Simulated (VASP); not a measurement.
# Ag (Fm-3m) in VASP: further runs

Runs on Ag. Level: r2SCAN. Tasks: single point.

Everything below comes from runs of VASP 6.6.1. Logs are shortened: lines on timing, memory, paths and dates and some standing lists are left out, and cuts for length are marked.

### Step 1. The cell of the first run

Symmetry: Fm-3m, No. 225, cubic system. Conventional cell: a = 4.104 Å, b = 4.104 Å, c = 4.104 Å, α = 90.00°, β = 90.00°, γ = 90.00°. Within 3.8 Å of Ag (site symmetry m-3m) lie 12 Ag at 2.90 Å.

### Step 2. Single point, r2SCAN

POSCAR

```
Ag
1.0
    0.0000000000      2.0519023311      2.0519023311
    2.0519023311      0.0000000000      2.0519023311
    2.0519023311      2.0519023311      0.0000000000
Ag
1
Direct
    0.0000000000      0.0000000000      0.0000000000
```

INCAR.step1

```
PREC = Accurate
ENCUT = 520
ISMEAR = 0
SIGMA = 0.1
LREAL = False
LASPH = True
NELM = 100
NBANDS = 12
GGA = PE
ALGO = Normal
EDIFF = 1E-4
LWAVE = True
LCHARG = False
```

INCAR.step2

```
PREC = Accurate
ENCUT = 520
EDIFF = 1E-6
ISMEAR = 0
SIGMA = 0.1
LREAL = False
LASPH = True
NELM = 100
ALGO = Normal
ISIF = 2
LWAVE = False
LCHARG = False
METAGGA = R2SCAN
LMIXTAU = True
NBANDS = 12
ISTART = 1
```

KPOINTS

```
Automatic mesh
0
Gamma
  13 13 13
```

Potentials or basis: VASP PAW PBE potentials, release 64 (Ag).

Command:

```sh
$ cat potpaw_PBE.64/Ag/POTCAR > POTCAR
$ cp INCAR.step1 INCAR
$ mpirun -np 1 vasp_std > vasp.out
$ cp INCAR.step2 INCAR
$ mpirun -np 1 vasp_std > vasp.out
```

OUTCAR:

```text
PREC = Accurate
   ENCUT = 520
   EDIFF = 1E-6
   ISMEAR = 0
   LREAL = False
   LASPH = True
   NELM = 100
   ISIF = 2
   METAGGA = R2SCAN
   ISTART = 1

 ion  position               nearest neighbor table
   1  0.000  0.000  0.000-

  LATTYP: Found a face centered cubic cell.
 ALAT       =     4.1038046622

  Lattice vectors:

 A1 = (   0.0000000000,   2.0519023311,   2.0519023311)
 A2 = (   2.0519023311,   0.0000000000,   2.0519023311)
 A3 = (   2.0519023311,   2.0519023311,   0.0000000000)

Analysis of symmetry for initial positions (statically):
=====================================================================
 Subroutine PRICEL returns:
 Original cell was already a primitive cell.

 Routine SETGRP: Setting up the symmetry group for a
 face centered cubic supercell.

 Subroutine GETGRP returns: Found 48 space group operations
 (whereof 48 operations were pure point group operations)
 out of a pool of 48 trial point group operations.

The static configuration has the point symmetry O_h .

Analysis of symmetry for dynamics (positions and initial velocities):
=====================================================================
 Subroutine PRICEL returns:
 Original cell was already a primitive cell.

 Routine SETGRP: Setting up the symmetry group for a
 face centered cubic supercell.

 Subroutine GETGRP returns: Found 48 space group operations
 (whereof 48 operations were pure point group operations)
 out of a pool of 48 trial point group operations.

The dynamic configuration has the point symmetry O_h .

 Subroutine INISYM returns: Found 48 space group operations
 (whereof 48 operations are pure point group operations),
 and found     1 'primitive' translations

----------------------------------------------------------------------------------------

                                     Primitive cell

  volume of cell :      17.2783

  direct lattice vectors                    reciprocal lattice vectors
     0.000000000  2.051902331  2.051902331    -0.243676316  0.243676316  0.243676316
     2.051902331  0.000000000  2.051902331     0.243676316 -0.243676316  0.243676316
     2.051902331  2.051902331  0.000000000     0.243676316  0.243676316 -0.243676316

  length of vectors
     2.901828105  2.901828105  2.901828105     0.422059759  0.422059759  0.422059759

  position of ions in fractional coordinates (direct lattice)
     0.000000000  0.000000000  0.000000000

  ion indices of the primitive-cell ions
   primitive index   ion index
[... 76 lines left out ...]
   NSW    =      0    number of steps for IOM
   IBRION =     -1    ionic relax: 0-MD 1-quasi-New 2-CG
   NFREE  =      0    steps in history (QN), initial steepest desc. (CG)
   ISIF   =      2    stress and relaxation
   ISYM   =      2    0-nonsym 1-usesym 2-fastsym
   POTIM  = 0.5000    time-step for ionic-motion
   TEBEG  =    0.0;   TEEND  =   0.0 temperature during run
   PSTRESS=    0.0 pullay stress
   NELECT =      11.0000    total number of electrons
   NUPDOWN=      -1.0000    fix difference up-down
   EMIN   =  10.00;   EMAX   =-10.00  energy-range for DOS
   EFERMI =   0.00;   METHOD = LEGACY
   ISMEAR =     0;   SIGMA  =   0.10  broadening in eV -4-tet -1-fermi 0-gaus
   EFERMI_NEDOS =   21; number of points for ismear=-14 and -15
   IALGO  =     38    algorithm
   IMIX   =      4    mixing-type and parameters
     AMIX     =   0.40;   BMIX     =  1.00
     AMIX_MAG =   1.60;   BMIX_MAG =  1.00
  volume/ion in A,a.u.               =      17.28       116.60
  Fermi-wavevector in a.u.,A,eV,Ry     =   1.408334  2.661366 26.985864  1.983405
  Thomas-Fermi vector in A             =   2.530502
   LORBIT       =      0    0 simple, 1 ext, 2 COOP (PROOUT), +10 PAW based schemes
   METAGGA = R2SCAN    functional components
   LHFCALC =     F    Hartree Fock is set to
   AEXX    =    0.0000 exact exchange contribution
   IVDW    =     0    specifies the selected vdW correction
   LEPSILON=     F    determine dielectric tensor
   LRPA    =     F    only Hartree local field effects (RPA)
 non-spin polarized calculation
 Gauss-broadening in eV      SIGMA  =   0.10
  energy-cutoff  :      520.00
  volume of cell :       17.28
 maximum number of plane-waves:       487
 NGX is ok and might be reduce to    24
   NGX = 11   NGY = 11   NGZ = 11

 number of electron      10.9999999 magnetization

 Free energy of the ion-electron system (eV)
  ---------------------------------------------------
  ext. energy  EPLUGINS =         0.00000000
  ---------------------------------------------------
  free energy    TOTEN  =       -21.35567353 eV

  energy without entropy =      -21.35341330  energy(sigma->0) =      -21.35454342

 E-fermi :   8.4515     XC(G=0): -12.8795

 val. band max:        8.4451662224   @ k =  -0.3077   0.2308   0.0000
 cond. band min:       8.4789233562   @ k =   0.4615   0.3077   0.0000
 fundamental gap:      0.0337571338
 Fermi energy:         8.4515135949

 k-point     1 :       0.0000    0.0000    0.0000
  band No.  band energies     occupation
      1       0.3880      2.00000
      2       3.1520      2.00000
      3       3.1520      2.00000
      4       3.1520      2.00000
      5       4.1716      2.00000
      6       4.1716      2.00000
      7      24.8654      0.00000
      8      28.5158      0.00000
      9      28.5158      0.00000
     10      28.5158      0.00000
     11      33.4459      0.00000
     12      34.4042      0.00000
[... 331 lines left out ...]
 k-point    24 :       0.4615    0.1538    0.0000
  band No.  band energies     occupation
      1       1.9709      2.00000
      2       2.9602      2.00000
      3       3.5171      2.00000
      4       3.7984      2.00000
      5       4.9923      2.00000
      6       7.8759      2.00000
      7      14.0732      0.00000
      8      22.9830      0.00000
      9      24.1870      0.00000
     10      25.3472      0.00000
     11      33.8699      0.00000
     12      33.9009      0.00000

 [... further k-points ...]
[... 5 lines left out ...]
  --------------------------------------------------------------------------------------
  -------------------------------------------------------------------------------------
  Total       -0.0018837     -0.0018837     -0.0018837     -0.0000000      0.0000000      0.0000000
  in kB       -0.1746719     -0.1746719     -0.1746719     -0.0000000      0.0000000      0.0000000
  external PRESSURE =      -0.1746719 kB  Pullay stress =       0.0000000 kB

 VOLUME and BASIS-vectors are now :
 -----------------------------------------------------------------------------
  energy-cutoff  :      520.00
  volume of cell :       17.28
      direct lattice vectors                 reciprocal lattice vectors
     0.000000000  2.051902331  2.051902331    -0.243676316  0.243676316  0.243676316
     2.051902331  0.000000000  2.051902331     0.243676316 -0.243676316  0.243676316
     2.051902331  2.051902331  0.000000000     0.243676316  0.243676316 -0.243676316

 POSITION                                       TOTAL-FORCE (eV/Angst)
 -----------------------------------------------------------------------------------
      0.00000      0.00000      0.00000         0.000000      0.000000      0.000000
 -----------------------------------------------------------------------------------
    total drift:                               -0.000000     -0.000000     -0.000000

  FREE ENERGIE OF THE ION-ELECTRON SYSTEM (eV)
  ---------------------------------------------------
  free  energy   TOTEN  =       -21.3556735328 eV

  energy  without entropy=      -21.3534132993  energy(sigma->0) =      -21.35454342
```

OUTCAR.step1:

```text
PREC = Accurate
   ENCUT = 520
   ISMEAR = 0
   LREAL = False
   LASPH = True
   NELM = 100
[... 575 lines left out ...]

 POSITION                                       TOTAL-FORCE (eV/Angst)
 -----------------------------------------------------------------------------------
      0.00000      0.00000      0.00000         0.000000      0.000000      0.000000
 -----------------------------------------------------------------------------------
    total drift:                               -0.000000      0.000000     -0.000000

  FREE ENERGIE OF THE ION-ELECTRON SYSTEM (eV)
  ---------------------------------------------------
  free  energy   TOTEN  =        -2.7115601837 eV

  energy  without entropy=       -2.7095866337  energy(sigma->0) =       -2.71057341
```

OSZICAR.step1:

```text
N       E                     dE             d eps       ncg     rms          rms(c)
DAV:   1     0.534362820643E+02    0.53436E+02   -0.55609E+03  2032   0.829E+02
DAV:   2    -0.210906821485E+01   -0.55545E+02   -0.52456E+02  2352   0.197E+02
DAV:   3    -0.296396009849E+01   -0.85489E+00   -0.85425E+00  2360   0.256E+01
DAV:   4    -0.296660516427E+01   -0.26451E-02   -0.26449E-02  2344   0.151E+00
DAV:   5    -0.296662632875E+01   -0.21164E-04   -0.21163E-04  2360   0.122E-01    0.504E+00
DAV:   6    -0.272226796134E+01    0.24436E+00   -0.96175E-01  2220   0.877E+00    0.327E+00
DAV:   7    -0.271437608537E+01    0.78919E-02   -0.10095E-02  2332   0.947E-01    0.185E+00
DAV:   8    -0.271155443982E+01    0.28216E-02   -0.70454E-04  2276   0.200E-01    0.948E-02
DAV:   9    -0.271156018375E+01   -0.57439E-05   -0.70816E-06  1276   0.205E-02
   1 F= -.27115602E+01 E0= -.27105734E+01  d E =-.197355E-02
```

It took 40 s on 1 thread of Intel Xeon 6975P-C, shared host; peak memory 0.15 GiB.

What came out:

```yaml
Free_energy: -21.3557 eV
Pressure: 0.0 GPa
```

Caveat: the PAW data sets were made with another functional, which shifts forces and pressure a little.

### Step 3. Single point, r2SCAN

POSCAR is that of step 2.

INCAR.step1

```
SYSTEM = Ag
PREC = Accurate
ENCUT = 520
ISMEAR = 0
SIGMA = 0.2
LREAL = .FALSE.
LASPH = .TRUE.
NELM = 60
NBANDS = 12
GGA = PE
ALGO = Normal
EDIFF = 1E-4
LWAVE = .TRUE.
LCHARG = .FALSE.
```

INCAR.step2

```
SYSTEM = Ag
PREC = Accurate
ENCUT = 520
EDIFF = 1E-6
ISMEAR = 0
SIGMA = 0.2
LREAL = .FALSE.
LASPH = .TRUE.
NELM = 60
ALGO = Normal
ISIF = 2
LWAVE = .FALSE.
LCHARG = .FALSE.
METAGGA = R2SCAN
LMIXTAU = .TRUE.
NBANDS = 12
ISTART = 1
```

KPOINTS

```
Automatic mesh
0
G
  13 13 13
  0 0 0
```

Potentials or basis: VASP PAW PBE potentials, release 64 (Ag).

Command:

```sh
$ cat potpaw_PBE.64/Ag/POTCAR > POTCAR
$ cp INCAR.step1 INCAR
$ mpirun -np 1 vasp_std > vasp.out
$ cp INCAR.step2 INCAR
$ mpirun -np 1 vasp_std > vasp.out
```

Run time: 38 s. Hardware: 1 thread of Intel Xeon 6975P-C, shared host; peak memory 0.15 GiB.

Results (log left out):

* Free energy: -21.3585 eV
* Pressure: 0.1 GPa

Levels at points of the mesh, in eV from the Fermi level:
| k point | band 2 | band 3 | band 4 | band 5 | band 6 | band 7 | band 8 | band 9 | band 10 | band 11 |
| --- | --- | --- | --- | --- | --- | --- | --- | --- | --- | --- |
| (0.00, 0.00, 0.00) | -5.27 | -5.27 | -5.27 | -4.25 | -4.25 | 16.44 | 20.09 | 20.09 | 20.09 | 25.02 |

Caveat: the PAW data sets were made with another functional, which shifts forces and pressure a little.

### Step 4. Single point, r2SCAN

POSCAR is that of step 3.

INCAR.step1

```
PREC     = Accurate       # precision mode
ENCUT    = 520            # plane-wave cutoff, eV
ISMEAR   = 0              # smearing method
SIGMA    = 0.3            # smearing width, eV
LREAL    = False          # projectors in reciprocal space
LASPH    = True           # aspherical terms in the spheres
NELM     = 60             # most SCF steps
NBANDS   = 12             # bands
GGA      = PE             # functional
ALGO     = Normal         # electronic algorithm
EDIFF    = 1E-4           # SCF threshold, eV
LWAVE    = True           # write WAVECAR
LCHARG   = False          # write CHGCAR
```

INCAR.step2

```
PREC     = Accurate       # precision mode
ENCUT    = 520            # plane-wave cutoff, eV
EDIFF    = 1E-6           # SCF threshold, eV
ISMEAR   = 0              # smearing method
SIGMA    = 0.3            # smearing width, eV
LREAL    = False          # projectors in reciprocal space
LASPH    = True           # aspherical terms in the spheres
NELM     = 60             # most SCF steps
ALGO     = Normal         # electronic algorithm
ISIF     = 2              # what is computed and relaxed
LWAVE    = False          # write WAVECAR
LCHARG   = False          # write CHGCAR
METAGGA  = R2SCAN         # meta-GGA
LMIXTAU  = True         
NBANDS   = 12             # bands
ISTART   = 1
```

KPOINTS

```
regular mesh
0
Gamma
  13 13 13
```

Command:

```sh
$ cat potpaw_PBE.64/Ag/POTCAR > POTCAR
$ cp INCAR.step1 INCAR
$ mpirun -np 1 vasp_std > vasp.out
$ cp INCAR.step2 INCAR
$ mpirun -np 1 vasp_std > vasp.out
```

Run time: 35 s. Hardware: 1 thread of Intel Xeon 6975P-C, shared host; peak memory 0.15 GiB.

It converged, with:

```yaml
Free_energy: -21.3624 eV
Pressure: 0.1 GPa
```

Levels at points of the mesh, in eV from the Fermi level:
```
           k point  band 3  band 4  band 5  band 6  band 7  band 8  band 9  band 10
(0.00, 0.00, 0.00)   -5.24   -5.24   -4.22   -4.22   16.47   20.12   20.12    20.12
```

Caveat: the PAW data sets were made with another functional, which shifts forces and pressure a little.

### Step 5. Single point, r2SCAN

POSCAR is that of step 4.

INCAR.step1

```
ALGO = Normal
EDIFF = 1E-4
ENCUT = 520
GGA = PE
ISMEAR = 0
LASPH = T
LCHARG = F
LREAL = F
LWAVE = T
NBANDS = 12
NELM = 100
PREC = Accurate
SIGMA = 0.6
```

INCAR.step2

```
ALGO = Normal
EDIFF = 1E-6
ENCUT = 520
ISIF = 2
ISMEAR = 0
ISTART = 1
LASPH = T
LCHARG = T
LELF = T
LMIXTAU = T
LREAL = F
LVHAR = T
LWAVE = F
METAGGA = R2SCAN
NBANDS = 12
NELM = 100
PREC = Accurate
SIGMA = 0.6
```

KPOINTS

```
k-points
0
Gamma
  13 13 13
```

Command:

```sh
$ cat potpaw_PBE.64/Ag/POTCAR > POTCAR
$ cp INCAR.step1 INCAR
$ mpirun -np 1 vasp_std > vasp.out
$ cp INCAR.step2 INCAR
$ mpirun -np 1 vasp_std > vasp.out
```

It took 38 s on 1 thread of Intel Xeon 6975P-C, shared host; peak memory 0.16 GiB.

It converged, with:

```
Free energy : -21.3805 eV
Pressure    : 0.3 GPa
```

Levels at points of the mesh, in eV from the Fermi level:
| k point | band 2 | band 3 | band 4 | band 5 | band 6 | band 7 | band 8 | band 9 | band 10 | band 11 |
| --- | --- | --- | --- | --- | --- | --- | --- | --- | --- | --- |
| (0.00, 0.00, 0.00) | -5.17 | -5.17 | -5.17 | -4.15 | -4.15 | 16.54 | 20.19 | 20.19 | 20.19 | 25.12 |

Caveat: the PAW data sets were made with another functional, which shifts forces and pressure a little.

### Step 6. The runs side by side

```csv
smearing,gap on the mesh (eV),pressure (GPa)
gaussian 0.1 eV,none,0.0
gaussian 0.2 eV,none,0.1
gaussian 0.3 eV,none,0.1
gaussian 0.6 eV,none,0.3
```

Alike in all rows: task single point; level r2SCAN; potentials or basis VASP PAW PBE potentials, release 64 (Ag); no spin polarisation; cell as given; k mesh 13 × 13 × 13; cutoff (eV) 520.

Every run on the cell as given and a fine mesh finds a metal.

Caveats: the PAW data sets were made with another functional, which shifts forces and pressure a little.

Total energies depend on the potentials used, so only differences within one code and one set of settings carry meaning.
